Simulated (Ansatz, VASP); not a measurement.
One calculation of Al, two programs

File INCAR:

```
SYSTEM = Al
PREC = Accurate
ENCUT = 600
EDIFF = 1E-6
ISMEAR = 0
SIGMA = 0.1
LREAL = .False.
LASPH = .True.
NELM = 80
ALGO = Normal
ISIF = 3
LWAVE = .False.
LCHARG = .False.
GGA = PE
IBRION = 2
NSW = 90
EDIFFG = -0.04
```

KPOINTS

```
Automatic mesh
0
Gamma
  4 4 4
  0 0 0
```

POSCAR

```
Al
1.0
    2.4444118300     -2.9871512800      0.0000000000
    2.4444118300      2.9871512800      0.0000000000
    0.0000000000      0.0000000000      7.3794070800
Al
6
Direct
    0.2078974700      0.7921025300      0.6677314300
    0.7921025300      0.2078974700      0.6677314300
    0.7921025300      0.2078974700      0.3322685700
    0.2078974700      0.7921025300      0.3322685700
    0.2921958800      0.7078041200      0.0000000000
    0.7078041200      0.2921958800      0.0000000000
```

Input for Ansatz:

```yaml
crystal:
  lattice:
    - [2.44441183, -2.98715128, 0.0]
    - [2.44441183, 2.98715128, 0.0]
    - [0.0, 0.0, 7.37940708]
  atoms:
    - { symbol: Al, position: [0.20789747, 0.79210253, 0.66773143] }
    - { symbol: Al, position: [0.79210253, 0.20789747, 0.66773143] }
    - { symbol: Al, position: [0.79210253, 0.20789747, 0.33226857] }
    - { symbol: Al, position: [0.20789747, 0.79210253, 0.33226857] }
    - { symbol: Al, position: [0.29219588, 0.70780412, 0.0] }
    - { symbol: Al, position: [0.70780412, 0.29219588, 0.0] }
basis:
  ecutwfc: 420
kpoints:
  mp_grid: { grid: [4, 4, 4] }
hamiltonian:
  xc: pbe
scf:
  occupations: { method: gaussian, width: 0.1 }
  lower_state_search: "off"
output:
  forces: true
  stress: true
  eigenvalues: true
relax:
  adjacent_minimum: "off"
  f_tol: 0.04
  max_steps: 70
  cell: { stress_tol: 0.4 }
```

Alike in both runs: task relaxation of cell and atoms; functional PBE; k mesh 4 × 4 × 4; occupations gaussian, width 0.1 eV; no spin polarisation.

|  | VASP | Ansatz |
| --- | --- | --- |
| version | VASP 6.6.1 | Ansatz 0.2.0 |
| potentials or method | VASP PAW PBE potentials, release 64 (Al), cutoff 600 eV | scalar-relativistic, plane waves, PAW |
| valence electrons in the cell | 18 | 18 |

```tsv
	VASP	Ansatz	Ansatz less VASP
gap on the k mesh at the Fermi level, each at its own relaxed structure (eV)	none	none	-
relaxed volume (Å³/atom)	20.09	20.16	+0.068
relaxed cell length with the largest relative difference (Å)	8.400	8.416	+0.0161
```

A gap of «none» marks a metal or a gap that the smearing closes.

The k mesh is coarse, so the values compare programs but aren't converged. Noted on VASP's run: too few bands were computed for a metal, which touches its energy and stress.
